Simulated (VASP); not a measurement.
The system is Ir.

```xyz
2
Lattice="2.7514 0.0000 0.0000 -1.3757 2.3828 0.0000 0.0000 0.0000 4.4623" Properties=species:S:1:pos:R:3 pbc="T T T"
Ir    0.0000    1.5885    1.1156
Ir    1.3757    0.7943    3.3467
```

This isn't the form of Ir at room conditions, which is fcc.

Base run:

* Program: VASP 6.6.1
* Functional: LDA
* Potentials or basis: VASP PAW LDA potentials, release 64 (Ir_sv_GW)
* Cutoff: 560 eV
* k mesh: 8 × 8 × 5
* Occupations: fermi-dirac, width 0.05 eV
* Spin: non-collinear spin, zero start, spin-orbit coupling
* Starting moments: [[0.0, 0.0, 0.0], [0.0, 0.0, 0.0]] μB

Its results: pressure -15.5 GPa; net moment 0.00 μB per cell.

Task: The run is repeated on the same cell with these changes: functional from LDA to PBE; potentials or basis from VASP PAW LDA potentials, release 64 (Ir_sv_GW) to VASP PAW PBE potentials, release 64 (Ir_sv_GW). What comes out?

Result: Pressure -0.4 GPa; net moment 0.00 μB per cell.

Caveats: the cell stands under tension (at least some runs).
